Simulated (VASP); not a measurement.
# GaN (wurtzite type) (P6_3mc) in VASP: further runs, part 2 of 2

VASP 6.6.1. Earlier steps stand in the parts before.

## Step 4: Relaxation of shape and atoms at fixed volume, PBE

This run uses another cell than the first one, of 7.52 Å³/atom.

Contents of INCAR:

```
SYSTEM = GaN
PREC = Accurate
ENCUT = 600
EDIFF = 1E-6
ISMEAR = -1
SIGMA = 0.005
LREAL = .FALSE.
LASPH = .TRUE.
NELM = 80
ALGO = Normal
ISIF = 4
LWAVE = .FALSE.
LCHARG = .FALSE.
GGA = PE
IBRION = 2
NSW = 50
EDIFFG = -0.005
```

Contents of KPOINTS:

```
Automatic mesh
0
G
  13 13 7
  0 0 0
```

Contents of POSCAR:

```
GaN
1.0
    2.7733491694      0.0000000000      0.0000000000
   -1.3866745847      2.4017908343      0.0000000000
    0.0000000000      0.0000000000      4.5181591529
Ga N
2 2
Direct
    0.3333333333      0.6666666667     -0.0003515223
    0.6666666667      0.3333333333      0.4996484777
    0.3333333333      0.6666666667      0.3763515223
    0.6666666667      0.3333333333      0.8763515223
```

Potentials or basis: VASP PAW PBE potentials, release 64 (Ga_d, N).

Started as:

```
$ cat potpaw_PBE.64/Ga_d/POTCAR potpaw_PBE.64/N/POTCAR > POTCAR
$ mpirun -np 1 vasp_std > vasp.out
```

OUTCAR:

```text
SYSTEM = GaN
   PREC = Accurate
   ENCUT = 600
   EDIFF = 1E-6
   ISMEAR = -1
   LREAL = .FALSE.
   LASPH = .TRUE.
   NELM = 80
   ISIF = 4
   GGA = PE
   IBRION = 2
   NSW = 50
   EDIFFG = -0.005

 ion  position               nearest neighbor table
   1  0.333  0.667  1.000-   4 1.70   4 1.70   4 1.70   3 1.70   2 2.77   2 2.77   2 2.77   2 2.77
                             2 2.77   2 2.77
   2  0.667  0.333  0.500-   3 1.70   3 1.70   3 1.70   4 1.70   1 2.77   1 2.77   1 2.77   1 2.77
                             1 2.77   1 2.77
   3  0.333  0.667  0.376-   2 1.70   2 1.70   2 1.70   1 1.70
   4  0.667  0.333  0.876-   1 1.70   1 1.70   1 1.70   2 1.70

  LATTYP: Found a hexagonal cell.
 ALAT       =     2.7733491694
 C/A-ratio  =     1.6291346228

  Lattice vectors:

[... 383 lines left out ...]
  free energy    TOTEN  =       -17.21007406 eV

  energy without entropy =      -17.21007406  energy(sigma->0) =      -17.21007406

 E-fermi :  11.3324     XC(G=0): -14.1093

 val. band max:       11.2153120840   @ k =   0.0000   0.0000   0.0000
 cond. band min:      15.4618050349   @ k =   0.3077   0.3077   0.0000
 fundamental gap:      4.2464929510
 Fermi energy:        11.3324250161

 k-point     1 :       0.0000    0.0000    0.0000
  band No.  band energies     occupation
      1      -9.4940      2.00000
      2      -7.2333      2.00000
      3      -3.7416      2.00000
      4      -3.5975      2.00000
      5      -3.5975      2.00000
      6      -3.3984      2.00000
[... 589 lines left out ...]
     21      20.9753      0.00000
     22      22.3615      0.00000

 [... further k-points ...]

------------------------ aborting loop because EDIFF is reached ----------------------------------------

  FORCE on cell =-STRESS in cart. coord.  units (eV):
  Direction    XX          YY          ZZ          XY          YZ          ZX
  --------------------------------------------------------------------------------------
  -------------------------------------------------------------------------------------
  Total       37.1257906     37.1257906     37.1491343      0.0000000      0.0000000      0.0000000
  in kB     1976.4463676   1976.4463681   1977.6891035      0.0000000      0.0000000      0.0000000
  external PRESSURE =    1976.8606131 kB  Pullay stress =       0.0000000 kB
[... 19 lines left out ...]
  FREE ENERGIE OF THE ION-ELECTRON SYSTEM (eV)
  ---------------------------------------------------
  free  energy   TOTEN  =       -17.2100740576 eV

  energy  without entropy=      -17.2100740576  energy(sigma->0) =      -17.21007406

 reached required accuracy - stopping structural energy minimisation
```

OSZICAR:

```text
N       E                     dE             d eps       ncg     rms          rms(c)
DAV:   1     0.295357606620E+03    0.29536E+03   -0.20100E+04  4150   0.374E+03
DAV:   2     0.969449475194E+01   -0.28566E+03   -0.27577E+03  3964   0.581E+02
DAV:   3    -0.223272780755E+02   -0.32022E+02   -0.31856E+02  4140   0.169E+02
[... 84 lines left out ...]
DAV:   1    -0.172100747946E+02   -0.58345E-06   -0.12774E-05  4586   0.322E-02    0.359E-03
DAV:   2    -0.172100745120E+02    0.28256E-06   -0.70215E-07  2274   0.135E-02
  10 F= -.17210075E+02 E0= -.17210075E+02  d E =-.278983E-03
       N       E                     dE             d eps       ncg     rms          rms(c)
DAV:   1    -0.172100741459E+02    0.64866E-06   -0.65704E-06  4562   0.241E-02    0.248E-03
DAV:   2    -0.172100740576E+02    0.88374E-07   -0.32633E-07  2046   0.826E-03
  11 F= -.17210074E+02 E0= -.17210074E+02  d E =-.278529E-03
```

Run time: 3.3 min. Hardware: 1 thread of AMD EPYC 9R45 (Zen 5), shared host; peak memory 0.17 GiB.

Results:

| Quantity | Value |
| --- | --- |
| Free energy | -17.2101 eV |
| Energy gained by relaxing | 2.5 meV/atom |
| Ionic steps | 11 |
| Pressure after relaxing | 197.7 GPa |
| Largest force after relaxing | 0.003 eV/Å |
| Band gap on the k mesh | 4.25 eV (least direct gap 4.38 eV) |

Forces in eV/Å, atoms in the order of the input:
```
Ga   0.000  0.000  0.003
Ga   0.000  0.000  0.003
N    0.000  0.000 -0.003
N    0.000  0.000 -0.003
```

The path:
| step | energy change (eV) | largest force (eV/Å) | pressure (GPa) | volume (Å³) |
| --- | --- | --- | --- | --- |
| 1 | 0.0000 | 0.1866 | 198.67 | 30.10 |
| 2 | 0.0065 | 0.5371 | 198.64 | 30.10 |
| 3 | -0.0009 | 0.0065 | 198.52 | 30.10 |
| 4 | -0.0041 | 0.0004 | 198.43 | 30.10 |
| 5 | -0.0089 | 0.0397 | 198.03 | 30.10 |
| 6 | -0.0044 | 0.2466 | 196.42 | 30.10 |
| 7 | -0.0096 | 0.0980 | 197.73 | 30.10 |
| 8 | 0.0074 | 0.8082 | 197.73 | 30.10 |
| 9 | -0.0099 | 0.0100 | 197.71 | 30.10 |
| 10 | -0.0099 | 0.0061 | 197.70 | 30.10 |
| 11 | -0.0099 | 0.0031 | 197.69 | 30.10 |

Final structure:
```
Ga N
1.0
     2.74558    0.00000    0.00000
    -1.37279    2.37774    0.00000
     0.00000    0.00000    4.61001
Ga N
2 2
Direct
  0.33333 0.66667 0.00469
  0.66667 0.33333 0.50469
  0.33333 0.66667 0.37131
  0.66667 0.33333 0.87131
```

A k mesh can miss the band edges.

## Step 5: The runs side by side

| task | cell | cutoff (eV) | smearing | gap on the mesh (eV) | pressure (GPa) |
| --- | --- | --- | --- | --- | --- |
| single point | a = 3.218, b = 3.218, c = 5.243 Å, angles 90.0, 90.0, 120.0°, 4 atoms | 520 | fermi-dirac 0.1 eV | 1.72 | 0.2 |
| relaxation of shape and atoms at fixed volume | relaxed from a = 2.773, b = 2.773, c = 4.518 Å, angles 90.0, 90.0, 120.0°, 4 atoms | 600 | fermi-dirac 0.1 eV | 4.21 | 197.6 |
| relaxation of shape and atoms at fixed volume | relaxed from a = 2.773, b = 2.773, c = 4.518 Å, angles 90.0, 90.0, 120.0°, 4 atoms | 600 | fermi-dirac 0.005 eV | 4.25 | 197.7 |

Alike in all rows: level PBE; potentials or basis VASP PAW PBE potentials, release 64 (Ga_d, N); no spin polarisation; k mesh 13 × 13 × 7.

Total energies depend on the potentials used, so only differences within one code and one set of settings carry meaning.
